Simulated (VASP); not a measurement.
Input of a VASP 6.6.1 run:

File POSCAR:

```
Si
1.0
   -3.3254442900      3.3254442900      1.8935498751
    3.3254442900     -3.3254442900      1.8935498751
    3.3254442900      3.3254442900     -1.8935498751
Si
4
Direct
    0.1788010600      0.1788010600      0.3576021200
    0.8211989400      0.8211989400      0.6423978800
    0.1788010600      0.8211989400      0.0000000000
    0.8211989400      0.1788010600      0.0000000000
```

The input INCAR.step1:

```
SYSTEM = Si
ALGO = Normal ; EDIFF = 1E-4
ENCUT = 520 ; GGA = PE
ISMEAR = 0 ; LASPH = .True.
LCHARG = .False. ; LREAL = .False.
LWAVE = .True. ; NBANDS = 16
NELM = 100 ; PREC = Accurate
SIGMA = 0.03
```

The input INCAR.step2:

```
SYSTEM = Si
ALGO = Normal ; EDIFF = 1E-7
ENCUT = 520 ; ISIF = 2
ISMEAR = 0 ; ISTART = 1
LASPH = .True. ; LCHARG = .False.
LMIXTAU = .True. ; LREAL = .False.
LWAVE = .False. ; METAGGA = R2SCAN
NBANDS = 16 ; NELM = 100
PREC = Accurate ; SIGMA = 0.03
```

Contents of KPOINTS:

```
k-points
0
Gamma
  10 10 10
  0 0 0
```

Potentials or basis: VASP PAW PBE potentials, release 64 (Si).

Run with:

```console
$ cat potpaw_PBE.64/Si/POTCAR > POTCAR
$ cp INCAR.step1 INCAR
$ mpirun -np 1 vasp_std > vasp.out
$ cp INCAR.step2 INCAR
$ mpirun -np 1 vasp_std > vasp.out
```

Problem. What does it give for the pressure?

Solution. 1.3 GPa.

Problem. Predict the largest force.

Solution. 0.153 eV/Å.

Problem. What does it give for the band gap on the k mesh?

Solution. 0.48 eV (least direct gap 0.77 eV).

Stress tensor (GPa, compression positive):
```
0.36 0.00 0.00
0.00 0.36 0.00
0.00 0.00 3.32
```

Caveat: the cell differs from its parent crystal (strain +0.000 along x and y, -0.015 along z); semilocal functionals underestimate gaps, and a narrow one can read as zero; the PAW data sets were made with another functional, which shifts forces and pressure a little. A k mesh can miss the band edges.
